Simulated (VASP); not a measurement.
Be3ZnSe4, 8 atoms in the cell. It takes space group P-43m (No. 215, cubic). The conventional cell has a = 5.320 Å, b = 5.320 Å, c = 5.320 Å, α = 90.00°, β = 90.00°, γ = 90.00°. Be (site symmetry -42m) has 4 Se at 2.27 Å within 3.0 Å. Zn (site symmetry -43m) has 4 Se at 2.42 Å within 3.2 Å. Se (site symmetry 3m) has 3 Be at 2.27 Å and 1 Zn at 2.42 Å within 3.0 Å. 

```yaml
Program: VASP 6.6.1
Task: single point
Functional: PBE
Potentials_or_basis: VASP PAW PBE potentials, release 64 (Be, Zn, Se)
Cutoff: 600 eV
k_mesh: 4 × 4 × 4
Occupations: gaussian, width 0.1 eV
Spin: no spin polarisation
Dipole_correction: no
Further_INCAR_settings: ALGO = Normal; EDIFF = 1e-06; NBANDS = 31
```

Potentials or basis: VASP PAW PBE potentials, release 64 (Be, Zn, Se).

The run is started by

```bash
$ cat potpaw_PBE.64/Be/POTCAR potpaw_PBE.64/Zn/POTCAR potpaw_PBE.64/Se/POTCAR > POTCAR
$ mpirun -np 1 vasp_std > vasp.out
```

Hardware: 1 thread of AMD EPYC 9R45, on a shared host.

Task: How long does it take, and how much memory?

Result: Wall time 120 s on 1 thread of AMD EPYC 9R45 (shared host), peak memory 0.31 GiB. Counts: scf iterations 14, k points 10.
